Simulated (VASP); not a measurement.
AlN, 2 atoms in the cell. Symmetry: F-43m, No. 216, cubic system. The conventional cell has a = 4.313 Å, b = 4.313 Å, c = 4.313 Å, α = 90.00°, β = 90.00°, γ = 90.00°. Al (site symmetry -43m) has 4 N at 1.87 Å within 2.5 Å. N (site symmetry -43m) has 4 Al at 1.87 Å within 2.5 Å.  This cell differs from its parent crystal: volume changed by -6%.

- Program: VASP 6.6.1
- Task: single point
- Functional: PBE
- Potentials or basis: VASP PAW PBE potentials, release 64 (Al, N)
- Cutoff: 520 eV
- k mesh: 8 × 8 × 8
- Occupations: gaussian, width 0.01 eV
- Spin: no spin polarisation
- Dipole correction: no
- Further INCAR settings: ALGO = Normal; EDIFF = 1e-06; NBANDS = 11

Potentials or basis: VASP PAW PBE potentials, release 64 (Al, N).

Run with:

```console
$ cat potpaw_PBE.64/Al/POTCAR potpaw_PBE.64/N/POTCAR > POTCAR
$ mpirun -np 1 vasp_std > vasp.out
```

Hardware: 1 thread of Intel Xeon 8259CL, on a shared host.

Problem. Estimate the wall time of this run.

Solution. Wall time 6.7 s on 1 thread of Intel Xeon 8259CL (shared host), peak memory 0.13 GiB. Counts: scf iterations 12, k points 29.
